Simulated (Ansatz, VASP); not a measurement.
**Two plane-wave programs on Zr**

```
CELL_PARAMETERS angstrom
3.24458 0.00000 0.00000
-1.62229 2.80989 0.00000
0.00000 0.00000 5.15736
ATOMIC_POSITIONS crystal
Zr 0.33333 0.66667 0.25000
Zr 0.66667 0.33333 0.75000
```

Alike in both runs: task single point; functional r2SCAN; k mesh 4 × 4 × 2; occupations fermi-dirac, width 0.1 eV; no spin polarisation.

```csv
,VASP,Ansatz
version,VASP 6.6.1,Ansatz 0.2.0
potentials or method,"VASP PAW PBE potentials, release 64 (Zr_sv), cutoff 520 eV","plane waves (500 eV) with PAW, scalar-relativistic"
valence electrons in the cell,24,24
```

|  | VASP | Ansatz | Ansatz less VASP |
| --- | --- | --- | --- |
| pressure (GPa) | 0.3 | 0.3 | 0.00 |
| traceless stress, the component that is largest in VASP (GPa) | -0.98 | -0.97 | +0.013 |

VASP's potentials were made for PBE, not for r2SCAN. With one functional, cell and mesh, what is left measures potentials, basis and numerics.

The k mesh is coarse, so the values compare programs but aren't converged.
